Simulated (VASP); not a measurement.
# MgS (Fm-3m) in VASP: single point with PBE

Aim: the single point of MgS with PBE.

Everything below comes from runs of VASP 6.6.1. Logs are shortened: lines on timing, memory, paths and dates and some standing lists are left out, and cuts for length are marked.

**1. The cell of the first run**

It takes space group Fm-3m (No. 225, cubic). Conventional cell: a = 5.230 Å, b = 5.230 Å, c = 5.230 Å, α = 90.00°, β = 90.00°, γ = 90.00°. Mg (site symmetry m-3m) has 6 S at 2.61 Å within 3.4 Å. S (site symmetry m-3m) has 6 Mg at 2.61 Å within 3.4 Å.

**2. Single point, PBE**

INCAR

```
SYSTEM = MgS
PREC = Accurate ; ENCUT = 520
EDIFF = 1E-7 ; ISMEAR = 0
SIGMA = 0.02 ; LREAL = .False.
LASPH = .True. ; NELM = 60
ALGO = Normal ; ISIF = 2
LWAVE = .False. ; LCHARG = .False.
GGA = PE ; NBANDS = 11
```

KPOINTS

```
Automatic mesh
0
Gamma
  8 8 8
  0 0 0
```

POSCAR

```
MgS
1.0
    0.0000000000      2.6148774633      2.6148774633
    2.6148774633      0.0000000000      2.6148774633
    2.6148774633      2.6148774633      0.0000000000
Mg S
1 1
Direct
    0.0000000000      0.0000000000      0.0000000000
    0.5000000000      0.5000000000      0.5000000000
```

Potentials or basis: VASP PAW PBE potentials, release 64 (Mg, S).

Run with:

```console
$ cat potpaw_PBE.64/Mg/POTCAR potpaw_PBE.64/S/POTCAR > POTCAR
$ mpirun -np 1 vasp_std > vasp.out
```

OUTCAR:

```text
SYSTEM = MgS
   PREC = Accurate
   ENCUT = 520
   EDIFF = 1E-7
   ISMEAR = 0
   LREAL = .False.
   LASPH = .True.
   NELM = 60
   ISIF = 2
   GGA = PE

 ion  position               nearest neighbor table
   1  0.000  0.000  0.000-   2 2.61   2 2.61   2 2.61   2 2.61   2 2.61   2 2.61
   2  0.500  0.500  0.500-   1 2.61   1 2.61   1 2.61   1 2.61   1 2.61   1 2.61

  LATTYP: Found a face centered cubic cell.
 ALAT       =     5.2297549266

  Lattice vectors:

 A1 = (   0.0000000000,   2.6148774633,   2.6148774633)
 A2 = (   2.6148774633,   0.0000000000,   2.6148774633)
 A3 = (   2.6148774633,   2.6148774633,   0.0000000000)

Analysis of symmetry for initial positions (statically):
=====================================================================
 Subroutine PRICEL returns:
 Original cell was already a primitive cell.

 Routine SETGRP: Setting up the symmetry group for a
 face centered cubic supercell.

 Subroutine GETGRP returns: Found 48 space group operations
 (whereof 48 operations were pure point group operations)
 out of a pool of 48 trial point group operations.

The static configuration has the point symmetry O_h .

Analysis of symmetry for dynamics (positions and initial velocities):
=====================================================================
 Subroutine PRICEL returns:
 Original cell was already a primitive cell.

 Routine SETGRP: Setting up the symmetry group for a
 face centered cubic supercell.

 Subroutine GETGRP returns: Found 48 space group operations
 (whereof 48 operations were pure point group operations)
 out of a pool of 48 trial point group operations.

The dynamic configuration has the point symmetry O_h .

 Subroutine INISYM returns: Found 48 space group operations
 (whereof 48 operations are pure point group operations),
 and found     1 'primitive' translations

----------------------------------------------------------------------------------------

                                     Primitive cell

  volume of cell :      35.7589

  direct lattice vectors                    reciprocal lattice vectors
     0.000000000  2.614877463  2.614877463    -0.191213549  0.191213549  0.191213549
     2.614877463  0.000000000  2.614877463     0.191213549 -0.191213549  0.191213549
     2.614877463  2.614877463  0.000000000     0.191213549  0.191213549 -0.191213549

  length of vectors
     3.697995173  3.697995173  3.697995173     0.331191582  0.331191582  0.331191582

  position of ions in fractional coordinates (direct lattice)
     0.000000000  0.000000000  0.000000000
     0.500000000  0.500000000  0.500000000

  ion indices of the primitive-cell ions
   primitive index   ion index
                 1           1
                 2           2

----------------------------------------------------------------------------------------

 KPOINTS: Automatic mesh

Automatic generation of k-mesh.
 Grid dimensions read from file:
 generate k-points for:    8    8    8

 Generating k-lattice:

  Cartesian coordinates                     Fractional coordinates (reciprocal lattice)
    -0.023901694  0.023901694  0.023901694     0.125000000  0.000000000  0.000000000
     0.023901694 -0.023901694  0.023901694     0.000000000  0.125000000  0.000000000
     0.023901694  0.023901694 -0.023901694     0.000000000  0.000000000  0.125000000

  Length of vectors
     0.041398948  0.041398948  0.041398948

  Shift w.r.t. Gamma in fractional coordinates (k-lattice)
     0.000000000  0.000000000  0.000000000

 Subroutine IBZKPT returns following result:
 ===========================================

 Found     29 irreducible k-points:

 Following reciprocal coordinates:
            Coordinates               Weight
  0.000000  0.000000  0.000000      1.000000
  0.125000  0.000000  0.000000      8.000000
  0.250000  0.000000  0.000000      8.000000
  0.375000  0.000000  0.000000      8.000000
  0.500000  0.000000  0.000000      4.000000
  0.125000  0.125000  0.000000      6.000000
[... 16 lines left out ...]
  0.500000  0.250000  0.125000     48.000000
 -0.375000  0.250000  0.125000     24.000000
 [... further k-points ...]
   k-points           NKPTS =     29   k-points in BZ     NKDIM =     29   number of bands    NBANDS=     11
   number of dos      NEDOS =    301   number of ions     NIONS =      2
   total plane-waves  NPLWV =  21952
   dimension x,y,z NGX =    28 NGY =   28 NGZ =   28
   dimension x,y,z NGXF=    56 NGYF=   56 NGZF=   56
   ions per type =               1   1
   NGX,Y,Z   is equivalent  to a cutoff of  12.59, 12.59, 12.59 a.u.
   NGXF,Y,Z  is equivalent  to a cutoff of  25.18, 25.18, 25.18 a.u.
 SYSTEM =  MgS
   PREC   = accura    normal or accurate (medium, high low for compatibility)
   ISTART =      0    job   : 0-new  1-cont  2-samecut
   ICHARG =      2    charge: 1-file 2-atom 10-const
   ISPIN  =      1    spin polarized calculation?
   LNONCOLLINEAR =      F non collinear calculations
   LSORBIT =      F    spin-orbit coupling
   LASPH  =      T    aspherical Exc in radial PAW
   ENCUT  =  520.0 eV  38.22 Ry    6.18 a.u.   6.88  6.88  6.88*2*pi/ulx,y,z
   NELM   =     60;   NELMIN=  2; NELMDL= -5     # of ELM steps
   EDIFF  = 0.1E-06   stopping-criterion for ELM
   LREAL  =      F    real-space projection
   EDIFFG = 0.1E-05   stopping-criterion for IOM
   NSW    =      0    number of steps for IOM
   IBRION =     -1    ionic relax: 0-MD 1-quasi-New 2-CG
   NFREE  =      0    steps in history (QN), initial steepest desc. (CG)
   ISIF   =      2    stress and relaxation
   ISYM   =      2    0-nonsym 1-usesym 2-fastsym
   POTIM  = 0.5000    time-step for ionic-motion
   TEBEG  =    0.0;   TEEND  =   0.0 temperature during run
   PSTRESS=    0.0 pullay stress
   NELECT =       8.0000    total number of electrons
   NUPDOWN=      -1.0000    fix difference up-down
   EMIN   =  10.00;   EMAX   =-10.00  energy-range for DOS
   EFERMI =   0.00;   METHOD = LEGACY
   ISMEAR =     0;   SIGMA  =   0.02  broadening in eV -4-tet -1-fermi 0-gaus
   EFERMI_NEDOS =   21; number of points for ismear=-14 and -15
   IALGO  =     38    algorithm
   IMIX   =      4    mixing-type and parameters
     AMIX     =   0.40;   BMIX     =  1.00
     AMIX_MAG =   1.60;   BMIX_MAG =  1.00
  volume/ion in A,a.u.               =      17.88       120.66
  Fermi-wavevector in a.u.,A,eV,Ry     =   0.993826  1.878058 13.438327  0.987689
  Thomas-Fermi vector in A             =   2.125734
   LORBIT       =      0    0 simple, 1 ext, 2 COOP (PROOUT), +10 PAW based schemes
   GGA     = PE    functional components
   LHFCALC =     F    Hartree Fock is set to
   AEXX    =    0.0000 exact exchange contribution
   IVDW    =     0    specifies the selected vdW correction
   LEPSILON=     F    determine dielectric tensor
   LRPA    =     F    only Hartree local field effects (RPA)
 non-spin polarized calculation
 Gauss-broadening in eV      SIGMA  =   0.02
  energy-cutoff  :      520.00
  volume of cell :       35.76
 maximum number of plane-waves:       982
   NGX = 13   NGY = 13   NGZ = 13

 number of electron       8.0000000 magnetization

 Free energy of the ion-electron system (eV)
  ---------------------------------------------------
  ext. energy  EPLUGINS =         0.00000000
  ---------------------------------------------------
  free energy    TOTEN  =        -8.50291980 eV

  energy without entropy =       -8.50291980  energy(sigma->0) =       -8.50291980

 E-fermi :   3.7604     XC(G=0):  -9.6256

 val. band max:        3.5906489704   @ k =   0.0000   0.0000   0.0000
 cond. band min:       6.3328756502   @ k =   0.5000   0.5000   0.0000
 fundamental gap:      2.7422266797
 Fermi energy:         3.7603896232

 k-point     1 :       0.0000    0.0000    0.0000
  band No.  band energies     occupation
      1      -8.9906      2.00000
      2       3.5906      2.00000
      3       3.5906      2.00000
      4       3.5906      2.00000
      5       7.1818      0.00000
      6      11.5543      0.00000
      7      11.5543      0.00000
      8      11.5543      0.00000
      9      13.9231      0.00000
     10      13.9231      0.00000
     11      16.0926      0.00000

 k-point     2 :       0.1250    0.0000    0.0000
  band No.  band energies     occupation
      1      -8.8433      2.00000
      2       2.5528      2.00000
      3       3.4929      2.00000
      4       3.4929      2.00000
      5       7.9899      0.00000
      6      11.2241      0.00000
      7      11.7941      0.00000
      8      11.7941      0.00000
      9      13.2772      0.00000
     10      13.2772      0.00000
     11      16.1732      0.00000

 k-point     3 :       0.2500    0.0000    0.0000
  band No.  band energies     occupation
      1      -8.4456      2.00000
      2       0.8217      2.00000
      3       3.2793      2.00000
      4       3.2793      2.00000
      5       8.4922      0.00000
      6      11.3935      0.00000
      7      11.3935      0.00000
      8      11.8093      0.00000
      9      13.8544      0.00000
     10      13.8544      0.00000
     11      15.3778      0.00000

 k-point     4 :       0.3750    0.0000    0.0000
  band No.  band energies     occupation
      1      -7.9624      2.00000
      2      -0.5931      2.00000
      3       3.0908      2.00000
      4       3.0908      2.00000
      5       8.2500      0.00000
      6      10.7258      0.00000
      7      10.7258      0.00000
      8      13.1947      0.00000
      9      15.1069      0.00000
     10      15.7944      0.00000
     11      15.7944      0.00000
[... 239 lines left out ...]
 k-point    22 :       0.3750    0.2500    0.1250
  band No.  band energies     occupation
      1      -8.1350      2.00000
      2       0.5622      2.00000
      3       2.1709      2.00000
      4       2.9341      2.00000
      5       9.3140      0.00000
      6      10.0956      0.00000
      7      10.6299      0.00000
      8      12.7194      0.00000
      9      13.6852      0.00000
     10      16.4930      0.00000
     11      18.3499      0.00000

 k-point    23 :       0.5000    0.2500    0.1250
  band No.  band energies     occupation
      1      -7.7279      2.00000
      2      -0.2570      2.00000
      3       1.6428      2.00000
      4       2.6277      2.00000
      5       9.1665      0.00000
      6       9.9508      0.00000
      7      11.3685      0.00000
      8      12.5151      0.00000
      9      15.1761      0.00000
     10      17.7607      0.00000
     11      18.3771      0.00000

 k-point    24 :      -0.3750    0.2500    0.1250
  band No.  band energies     occupation
      1      -7.5342      2.00000
      2      -0.6379      2.00000
      3       1.5014      2.00000
      4       2.4694      2.00000
      5       9.1233      0.00000
      6       9.6680      0.00000
      7      11.9595      0.00000
      8      12.9358      0.00000
      9      15.7897      0.00000
     10      16.7593      0.00000
     11      19.0576      0.00000

 [... further k-points ...]

------------------------ aborting loop because EDIFF is reached ----------------------------------------

  FORCE on cell =-STRESS in cart. coord.  units (eV):
  Direction    XX          YY          ZZ          XY          YZ          ZX
  --------------------------------------------------------------------------------------
  -------------------------------------------------------------------------------------
  Total       -0.0651384     -0.0651384     -0.0651384      0.0000000      0.0000000     -0.0000000
  in kB       -2.9185248     -2.9185248     -2.9185248      0.0000000      0.0000000     -0.0000000
  external PRESSURE =      -2.9185248 kB  Pullay stress =       0.0000000 kB

 VOLUME and BASIS-vectors are now :
 -----------------------------------------------------------------------------
  energy-cutoff  :      520.00
  volume of cell :       35.76
      direct lattice vectors                 reciprocal lattice vectors
     0.000000000  2.614877463  2.614877463    -0.191213549  0.191213549  0.191213549
     2.614877463  0.000000000  2.614877463     0.191213549 -0.191213549  0.191213549
     2.614877463  2.614877463  0.000000000     0.191213549  0.191213549 -0.191213549

 POSITION                                       TOTAL-FORCE (eV/Angst)
 -----------------------------------------------------------------------------------
      0.00000      0.00000      0.00000        -0.000000      0.000000     -0.000000
      2.61488      2.61488      2.61488         0.000000     -0.000000      0.000000
 -----------------------------------------------------------------------------------
    total drift:                                0.000000      0.000000      0.000000

  FREE ENERGIE OF THE ION-ELECTRON SYSTEM (eV)
  ---------------------------------------------------
  free  energy   TOTEN  =        -8.5029197953 eV

  energy  without entropy=       -8.5029197953  energy(sigma->0) =       -8.50291980
```

It took 6.8 s on 1 thread of Intel Xeon 6975P-C (Granite Rapids), shared host; peak memory 0.15 GiB.

Results:

```
Free energy            : -8.5029 eV
Pressure               : -0.3 GPa
Band gap on the k mesh : 2.74 eV (least direct gap 3.59 eV)
```
